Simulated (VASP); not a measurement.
Input of a VASP 6.6.1 run:

Contents of INCAR:

```
SYSTEM = Mn
PREC = Accurate
ENCUT = 520
EDIFF = 1E-6
ISMEAR = 0
SIGMA = 0.1
LREAL = .False.
LASPH = .True.
NELM = 80
ALGO = Fast
ISIF = 2
LWAVE = .False.
LCHARG = .False.
GGA = PE
NBANDS = 20
```

KPOINTS

```
regular mesh
0
Gamma
  18 18 10
  0 0 0
```

POSCAR

```
Mn
1.0
    2.4812404929      0.0000000000      0.0000000000
   -1.2406202464      2.1488172997      0.0000000000
    0.0000000000      0.0000000000      4.0161585546
Mn
2
Direct
    0.3333333333      0.6666666667      0.2500000000
    0.6666666667      0.3333333333      0.7500000000
```

Potentials or basis: VASP PAW PBE potentials, release 64 (Mn_pv).

Command:

```sh
$ cat potpaw_PBE.64/Mn_pv/POTCAR > POTCAR
$ mpirun -np 1 vasp_std > vasp.out
```

(1) Estimate the band gap on the k mesh.

(2) Estimate the pressure.

Answers

(1) zero (band 13 reaches 11.56 eV, above the bottom of band 14 at 9.39 eV).

(2) -0.1 GPa.

Caveat: the run has no spin polarisation, though such a crystal can be magnetic.
